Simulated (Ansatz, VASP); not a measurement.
## One calculation of SiO2, two programs

```
Si O
1.0
     4.23314    0.00000    0.00000
     0.00000    4.23314    0.00000
     0.00000    0.00000    2.69291
Si O
2 4
Cartesian
  2.1166 2.1166 1.3465
  0.0000 0.0000 0.0000
  0.8174 3.4157 1.3465
  1.2992 1.2992 0.0000
  3.4157 0.8174 1.3465
  2.9340 2.9340 0.0000
```

Change from the starting cell: the structure that the rattled cell fell into.

Alike in both runs: task single point; functional PBE; k mesh 4 × 4 × 6; occupations gaussian, width 0.1 eV; no spin polarisation.

|  | VASP | Ansatz |
| --- | --- | --- |
| version | VASP 6.6.1 | Ansatz 0.2.0 |
| potentials or method | VASP PAW PBE potentials, release 64 (Si, O), cutoff 520 eV | scalar-relativistic, plane waves, PAW |
| valence electrons in the cell | 32 | 32 |

```csv
,VASP,Ansatz,Ansatz less VASP
gap on the k mesh at the Fermi level (eV),5.02,5.04,+0.015
least direct gap on the mesh (eV),5.02,5.04,+0.015
pressure (GPa),0.2,0.0,-0.13
"traceless stress, the component that is largest in VASP (GPa)",0.03,-0.39,-0.417
rms of the force components (eV/Å),0.008,0.000,-0.0083
```

Atom by atom the forces differ by 0.008 eV/Å (rms over components).
